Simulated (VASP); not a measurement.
# InSb in VASP: further runs

InSb is run at these levels: PBE, PBEsol; tasks: single point.

Program: VASP 6.6.1. These are calculated values, not measurements. Logs are shortened: lines on timing, memory, paths and dates and some standing lists are left out, and cuts for length are marked.

## (1) The cell of the first run

The cell holds a slab with vacuum, 8 atoms: a = 4.692 Å, b = 4.692 Å, c = 26.611 Å, α = 90.00°, β = 90.00°, γ = 90.00°.

## (2) Single point, PBE

Contents of INCAR:

```
SYSTEM = InSb
PREC     = Accurate       ! precision mode
ENCUT    = 520            ! plane-wave cutoff, eV
EDIFF    = 1E-6           ! SCF threshold, eV
ISMEAR   = 1              ! smearing method
SIGMA    = 0.2            ! smearing width, eV
LREAL    = .FALSE.        ! projectors in reciprocal space
LASPH    = .TRUE.         ! aspherical terms in the spheres
NELM     = 60             ! most SCF steps
ALGO     = Normal         ! electronic algorithm
ISIF     = 2              ! what is computed and relaxed
LWAVE    = .FALSE.        ! write WAVECAR
LCHARG   = .FALSE.        ! write CHGCAR
LDIPOL   = .TRUE.       
IDIPOL   = 3            
DIPOL    = 0.5 0.5 0.500
GGA      = PE             ! functional
NBANDS   = 46             ! bands
```

Contents of KPOINTS:

```
Automatic mesh
0
G
  8 8 1
  0 0 0
```

Contents of POSCAR:

```
InSb
1.0
    4.6915474145      0.0000000000      0.0000000000
    0.0000000000      4.6915474145      0.0000000000
    0.0000000000      0.0000000000     26.6109874687
Sb In
4 4
Direct
    0.0000000000      0.5000000000      0.2818384702
    0.5000000000      0.0000000000      0.4065022015
    0.0000000000      0.5000000000      0.5311659328
    0.5000000000      0.0000000000      0.6558296641
    0.5000000000      0.5000000000      0.3441703359
    0.0000000000      0.0000000000      0.4688340672
    0.5000000000      0.5000000000      0.5934977985
    0.0000000000      0.0000000000      0.7181615298
```

Potentials or basis: VASP PAW PBE potentials, release 64 (Sb, In_d).

The run is started by

```bash
$ cat potpaw_PBE.64/Sb/POTCAR potpaw_PBE.64/In_d/POTCAR > POTCAR
$ mpirun -np 1 vasp_std > vasp.out
```

OUTCAR:

```text
SYSTEM = InSb
   PREC = Accurate
   ENCUT = 520
   EDIFF = 1E-6
   ISMEAR = 1
   LREAL = .FALSE.
   LASPH = .TRUE.
   NELM = 60
   ISIF = 2
   GGA = PE

 ion  position               nearest neighbor table
   1  0.000  0.500  0.282-   5 2.87   5 2.87
   2  0.500  0.000  0.407-   5 2.87   5 2.87   6 2.87   6 2.87
   3  0.000  0.500  0.531-   6 2.87   6 2.87   7 2.87   7 2.87
   4  0.500  0.000  0.656-   7 2.87   7 2.87   8 2.87   8 2.87
   5  0.500  0.500  0.344-   2 2.87   2 2.87   1 2.87   1 2.87
   6  0.000  0.000  0.469-   3 2.87   3 2.87   2 2.87   2 2.87
   7  0.500  0.500  0.593-   4 2.87   4 2.87   3 2.87   3 2.87
   8  0.000  0.000  0.718-   4 2.87   4 2.87

  LATTYP: Found a simple tetragonal cell.
 ALAT       =     4.6915474145
 C/A-ratio  =     5.6721130829

  Lattice vectors:

 A1 = (   4.6915474145,   0.0000000000,   0.0000000000)
 A2 = (   0.0000000000,   4.6915474145,   0.0000000000)
 A3 = (   0.0000000000,   0.0000000000,  26.6109874687)

Analysis of symmetry for initial positions (statically):
=====================================================================
 Subroutine PRICEL returns:
 Original cell was already a primitive cell.

 Routine SETGRP: Setting up the symmetry group for a
 simple tetragonal supercell.

 Subroutine GETGRP returns: Found  4 space group operations
 (whereof  4 operations were pure point group operations)
 out of a pool of 16 trial point group operations.

The static configuration has the point symmetry C_2v.

Analysis of symmetry for dynamics (positions and initial velocities):
=====================================================================
 Subroutine PRICEL returns:
 Original cell was already a primitive cell.

 Routine SETGRP: Setting up the symmetry group for a
 simple tetragonal supercell.

 Subroutine GETGRP returns: Found  4 space group operations
 (whereof  4 operations were pure point group operations)
 out of a pool of 16 trial point group operations.

The dynamic configuration has the point symmetry C_2v.

 Subroutine INISYM returns: Found  4 space group operations
 (whereof  4 operations are pure point group operations),
 and found     1 'primitive' translations

----------------------------------------------------------------------------------------

                                     Primitive cell

  volume of cell :     585.7243

  direct lattice vectors                    reciprocal lattice vectors
     4.691547414  0.000000000  0.000000000     0.213149290  0.000000000  0.000000000
     0.000000000  4.691547414  0.000000000     0.000000000  0.213149290  0.000000000
     0.000000000  0.000000000 26.610987469     0.000000000  0.000000000  0.037578463

  length of vectors
     4.691547414  4.691547414 26.610987469     0.213149290  0.213149290  0.037578463

  position of ions in fractional coordinates (direct lattice)
     0.000000000  0.500000000  0.281838470
     0.500000000  0.000000000  0.406502201
     0.000000000  0.500000000  0.531165933
     0.500000000  0.000000000  0.655829664
     0.500000000  0.500000000  0.344170336
     0.000000000  0.000000000  0.468834067
     0.500000000  0.500000000  0.593497799
     0.000000000  0.000000000  0.718161530

  ion indices of the primitive-cell ions
   primitive index   ion index
                 1           1
                 2           2
                 3           3
                 4           4
                 5           5
                 6           6
                 7           7
                 8           8

----------------------------------------------------------------------------------------

 KPOINTS: Automatic mesh

Automatic generation of k-mesh.
 Grid dimensions read from file:
 generate k-points for:    8    8    1

 Generating k-lattice:

  Cartesian coordinates                     Fractional coordinates (reciprocal lattice)
     0.026643661  0.000000000  0.000000000     0.125000000  0.000000000  0.000000000
     0.000000000  0.026643661  0.000000000     0.000000000  0.125000000  0.000000000
     0.000000000  0.000000000  0.037578463     0.000000000  0.000000000  1.000000000

  Length of vectors
     0.026643661  0.026643661  0.037578463

  Shift w.r.t. Gamma in fractional coordinates (k-lattice)
     0.000000000  0.000000000  0.000000000

 Subroutine IBZKPT returns following result:
 ===========================================

 Found     25 irreducible k-points:

 Following reciprocal coordinates:
            Coordinates               Weight
  0.000000  0.000000  0.000000      1.000000
  0.125000  0.000000  0.000000      2.000000
  0.000000  0.125000  0.000000      2.000000
  0.250000  0.000000  0.000000      2.000000
  0.000000  0.250000  0.000000      2.000000
  0.375000  0.000000  0.000000      2.000000
[... 16 lines left out ...]
  0.500000  0.375000  0.000000      2.000000
 -0.375000  0.500000  0.000000      2.000000
   k-points           NKPTS =     25   k-points in BZ     NKDIM =     25   number of bands    NBANDS=     46
   number of dos      NEDOS =    301   number of ions     NIONS =      8
   total plane-waves  NPLWV = 259200
   dimension x,y,z NGX =    36 NGY =   36 NGZ =  200
   dimension x,y,z NGXF=    72 NGYF=   72 NGZF=  400
   ions per type =               4   4
   NGX,Y,Z   is equivalent  to a cutoff of  12.76, 12.76, 12.49 a.u.
   NGXF,Y,Z  is equivalent  to a cutoff of  25.51, 25.51, 24.99 a.u.
 SYSTEM =  InSb
   PREC   = accura    normal or accurate (medium, high low for compatibility)
   ISTART =      0    job   : 0-new  1-cont  2-samecut
   ICHARG =      2    charge: 1-file 2-atom 10-const
   ISPIN  =      1    spin polarized calculation?
   LNONCOLLINEAR =      F non collinear calculations
   LSORBIT =      F    spin-orbit coupling
   LASPH  =      T    aspherical Exc in radial PAW
   ENCUT  =  520.0 eV  38.22 Ry    6.18 a.u.   8.72  8.72 49.48*2*pi/ulx,y,z
   NELM   =     60;   NELMIN=  2; NELMDL= -5     # of ELM steps
   EDIFF  = 0.1E-05   stopping-criterion for ELM
   LREAL  =      F    real-space projection
   EDIFFG = 0.1E-04   stopping-criterion for IOM
   NSW    =      0    number of steps for IOM
   IBRION =     -1    ionic relax: 0-MD 1-quasi-New 2-CG
   NFREE  =      0    steps in history (QN), initial steepest desc. (CG)
   ISIF   =      2    stress and relaxation
   ISYM   =      2    0-nonsym 1-usesym 2-fastsym
   POTIM  = 0.5000    time-step for ionic-motion
   TEBEG  =    0.0;   TEEND  =   0.0 temperature during run
   PSTRESS=    0.0 pullay stress
   NELECT =      72.0000    total number of electrons
   NUPDOWN=      -1.0000    fix difference up-down
   EMIN   =  10.00;   EMAX   =-10.00  energy-range for DOS
   EFERMI =   0.00;   METHOD = LEGACY
   ISMEAR =     1;   SIGMA  =   0.20  broadening in eV -4-tet -1-fermi 0-gaus
   EFERMI_NEDOS =   21; number of points for ismear=-14 and -15
   IALGO  =     38    algorithm
   IMIX   =      4    mixing-type and parameters
     AMIX     =   0.40;   BMIX     =  1.00
     AMIX_MAG =   1.60;   BMIX_MAG =  1.00
  volume/ion in A,a.u.               =      73.22       494.08
  Fermi-wavevector in a.u.,A,eV,Ry     =   0.813994  1.538226  9.015035  0.662586
  Thomas-Fermi vector in A             =   1.923820
   LORBIT       =      0    0 simple, 1 ext, 2 COOP (PROOUT), +10 PAW based schemes
   GGA     = PE    functional components
   LHFCALC =     F    Hartree Fock is set to
   AEXX    =    0.0000 exact exchange contribution
   IVDW    =     0    specifies the selected vdW correction
   LEPSILON=     F    determine dielectric tensor
   LRPA    =     F    only Hartree local field effects (RPA)
 non-spin polarized calculation
 Methfessel and Paxton  Order N= 1 SIGMA  =   0.20
  energy-cutoff  :      520.00
  volume of cell :      585.72
 maximum number of plane-waves:     15827
   NGX = 17   NGY = 17   NGZ = 99

 dipolmoment           0.000000      0.000000      0.043846 electrons x Angstroem

 number of electron      71.9999980 magnetization

 dipolmoment           0.000000      0.000000     -0.124875 electrons x Angstroem

 Free energy of the ion-electron system (eV)
  ---------------------------------------------------
  ext. energy  EPLUGINS =         0.00000000
  ---------------------------------------------------
  free energy    TOTEN  =       -25.26827749 eV

  energy without entropy =      -25.25834516  energy(sigma->0) =      -25.26496671

 E-fermi :  -0.2136     XC(G=0):  -4.7894

 val. band max:       -0.2144751404   @ k =   0.0000   0.0000   0.0000
 cond. band min:      -0.2045377520   @ k =   0.2500   0.1250   0.0000
 fundamental gap:      0.0099373884
 Fermi energy:        -0.2136437916

 k-point     1 :       0.0000    0.0000    0.0000
  band No.  band energies     occupation
      1     -14.7930      2.00000
      2     -14.7547      2.00000
      3     -14.7442      2.00000
      4     -14.7204      2.00000
      5     -14.7068      2.00000
      6     -14.6819      2.00000
[... 38 lines left out ...]
     45       2.6160     -0.00000
     46       3.1831     -0.00000

 k-point     2 :       0.1250    0.0000    0.0000
  band No.  band energies     occupation
      1     -14.7907      2.00000
      2     -14.7545      2.00000
      3     -14.7479      2.00000
      4     -14.7181      2.00000
      5     -14.7055      2.00000
      6     -14.6828      2.00000
[... 38 lines left out ...]
     45       3.0046     -0.00000
     46       3.1826     -0.00000

 k-point     3 :       0.0000    0.1250    0.0000
  band No.  band energies     occupation
      1     -14.7918      2.00000
      2     -14.7573      2.00000
      3     -14.7440      2.00000
      4     -14.7177      2.00000
      5     -14.7063      2.00000
      6     -14.6828      2.00000
[... 38 lines left out ...]
     45       3.0337     -0.00000
     46       3.2496     -0.00000

 k-point     4 :       0.2500    0.0000    0.0000
  band No.  band energies     occupation
      1     -14.7854      2.00000
      2     -14.7560      2.00000
      3     -14.7540      2.00000
      4     -14.7128      2.00000
      5     -14.7023      2.00000
      6     -14.6851      2.00000
[... 920 lines left out ...]
     45       3.8683      0.00000
     46       3.9849      0.00000

 k-point    23 :       0.5000    0.3750    0.0000
  band No.  band energies     occupation
      1     -14.7905      2.00000
      2     -14.7824      2.00000
      3     -14.7293      2.00000
      4     -14.6982      2.00000
      5     -14.6981      2.00000
      6     -14.6887      2.00000
[... 38 lines left out ...]
     45       4.0748      0.00000
     46       4.2889      0.00000

 k-point    24 :      -0.3750    0.5000    0.0000
  band No.  band energies     occupation
      1     -14.7941      2.00000
      2     -14.7796      2.00000
      3     -14.7280      2.00000
      4     -14.6991      2.00000
      5     -14.6981      2.00000
      6     -14.6889      2.00000
[... 38 lines left out ...]
     45       3.7132     -0.00000
     46       3.9902      0.00000

 [... further k-points ...]

------------------------ aborting loop because EDIFF is reached ----------------------------------------

 vacuum level on the upper side and lower side of the slab       (xc-potential included)        -0.677         0.326

  FORCE on cell =-STRESS in cart. coord.  units (eV):
  Direction    XX          YY          ZZ          XY          YZ          ZX
  --------------------------------------------------------------------------------------
  -------------------------------------------------------------------------------------
  Total       -0.0658042     -0.7578430      0.9410686      0.0000000      0.0000000      0.0000000
  in kB       -0.1799994     -2.0729872      2.5741784      0.0000000      0.0000000      0.0000000
  external PRESSURE =       0.1070639 kB  Pullay stress =       0.0000000 kB

 VOLUME and BASIS-vectors are now :
 -----------------------------------------------------------------------------
  energy-cutoff  :      520.00
  volume of cell :      585.72
      direct lattice vectors                 reciprocal lattice vectors
     4.691547414  0.000000000  0.000000000     0.213149290  0.000000000  0.000000000
     0.000000000  4.691547414  0.000000000     0.000000000  0.213149290  0.000000000
     0.000000000  0.000000000 26.610987469     0.000000000  0.000000000  0.037578463

 POSITION                                       TOTAL-FORCE (eV/Angst)
 -----------------------------------------------------------------------------------
      0.00000      2.34577      7.50000         0.000000      0.000000      0.109268
      2.34577      0.00000     10.81742         0.000000      0.000000      0.223489
      0.00000      2.34577     14.13485         0.000000      0.000000      0.107284
      2.34577      0.00000     17.45227         0.000000      0.000000     -0.363263
      2.34577      2.34577      9.15871         0.000000      0.000000     -0.260236
      0.00000      0.00000     12.47614         0.000000      0.000000     -0.147135
      2.34577      2.34577     15.79356         0.000000      0.000000     -0.139748
      0.00000      0.00000     19.11099         0.000000      0.000000      0.470342
 -----------------------------------------------------------------------------------
    total drift:                                0.000000      0.000000     -0.001146

  FREE ENERGIE OF THE ION-ELECTRON SYSTEM (eV)
  ---------------------------------------------------
  free  energy   TOTEN  =       -25.2682774931 eV

  energy  without entropy=      -25.2583451566  energy(sigma->0) =      -25.26496671

 vacuum level on the upper side and lower side of the slab         3.852         4.878
```

Run time: 15 min. Hardware: 1 thread of Intel Xeon 6975P-C (Granite Rapids), shared host; peak memory 0.87 GiB.

What came out:

| Item | Value |
| --- | --- |
| Free energy | -25.2683 eV |
| Largest force | 0.470 eV/Å |
| Band gap on the k mesh | zero (bands 36 and 37 overlap by 0.63 eV) |

Forces on the atoms (eV/Å):
```
Sb   0.000  0.000  0.109
Sb   0.000  0.000  0.223
Sb   0.000  0.000  0.107
Sb   0.000  0.000 -0.363
In   0.000  0.000 -0.260
In   0.000  0.000 -0.147
In   0.000  0.000 -0.140
In   0.000  0.000  0.470
```

Caveat: spin-orbit coupling is left out, which moves the levels of the heavy elements.

## (3) Single point, PBEsol

Contents of INCAR:

```
SYSTEM = InSb
PREC = Accurate ; ENCUT = 520
EDIFF = 1E-6 ; ISMEAR = 0
SIGMA = 0.1 ; LREAL = .False.
LASPH = .True. ; NELM = 80
ALGO = Normal ; ISIF = 2
LWAVE = .False. ; LCHARG = .False.
LDIPOL = .True. ; IDIPOL = 3
DIPOL = 0.5 0.5 0.500 ; GGA = PS
NBANDS = 46
```

Contents of KPOINTS:

```
regular mesh
0
Gamma
  8 8 1
  0 0 0
```

POSCAR is that of step 2.

Potentials or basis: VASP PAW PBE potentials, release 64 (Sb, In_d).

The run is started by

```bash
$ cat potpaw_PBE.64/Sb/POTCAR potpaw_PBE.64/In_d/POTCAR > POTCAR
$ mpirun -np 1 vasp_std > vasp.out
```

Wall time 14 min (1 thread of Intel Xeon 6975P-C (Granite Rapids), shared host); peak memory 0.87 GiB.

Results (log left out):

- Free energy: -27.8575 eV
- Largest force: 0.384 eV/Å
- Band gap on the k mesh: zero (bands 36 and 37 overlap by 0.64 eV)

Forces on the atoms (eV/Å):
```
Sb   0.000  0.000  0.366
Sb   0.000  0.000  0.229
Sb   0.000  0.000  0.113
Sb   0.000  0.000 -0.384
In   0.000  0.000 -0.251
In   0.000  0.000 -0.150
In   0.000  0.000 -0.148
In   0.000  0.000  0.225
```

Levels at points of the mesh, in eV from the Fermi level:
| k point | band 33 | band 34 | band 35 | band 36 | band 37 | band 38 | band 39 | band 40 |
| --- | --- | --- | --- | --- | --- | --- | --- | --- |
| (0.00, 0.00, 0.00) | -0.68 | -0.54 | -0.01 | 0.33 | 0.82 | 1.29 | 1.36 | 1.51 |
| (0.50, 0.00, 0.00) | -0.90 | -0.90 | -0.67 | -0.28 | 0.86 | 0.95 | 1.40 | 1.74 |
| (0.00, 0.50, 0.00) | -0.77 | -0.76 | -0.56 | -0.33 | -0.02 | 0.35 | 1.59 | 1.74 |
| (0.50, 0.50, 0.00) | -2.00 | -1.84 | -0.69 | -0.56 | -0.29 | 0.41 | 1.79 | 1.98 |

Caveat: the PAW data sets were made with another functional, which shifts forces and pressure a little; spin-orbit coupling is left out, which moves the levels of the heavy elements.
